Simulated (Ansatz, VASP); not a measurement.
# Two plane-wave programs on Au

```
Au
1.0
    -1.62060    1.62060    1.62060
     1.62060   -1.62060    1.62060
     1.62060    1.62060   -1.62060
Au
1
Direct
  0.00000 0.00000 0.00000
```

Alike in both runs: task relaxation of cell and atoms; functional PBEsol; k mesh 18 × 18 × 18; occupations gaussian, width 0.1 eV; no spin polarisation.

|  | VASP | Ansatz |
| --- | --- | --- |
| version | VASP 6.6.1 | Ansatz 0.2.0 |
| potentials or method | VASP PAW PBE potentials, release 64 (Au), cutoff 600 eV | scalar-relativistic, plane waves, PAW |
| valence electrons in the cell | 11 | 19 |

|  | VASP | Ansatz | Ansatz less VASP |
| --- | --- | --- | --- |
| gap on the k mesh at the Fermi level, each at its own relaxed structure (eV) | none | none | - |
| relaxed volume (Å³/atom) | 17.02 | 17.04 | +0.020 |
| relaxed cell length with the largest relative difference (Å) | 2.807 | 2.808 | +0.0011 |

VASP's potentials were made for PBE, not for PBEsol. A gap of «none» marks a metal or a gap that the smearing closes. VASP's potentials hold 11 valence electrons a cell and Ansatz's 19, so a difference there can come from the potentials and not from the codes.

Spin-orbit coupling is off throughout.
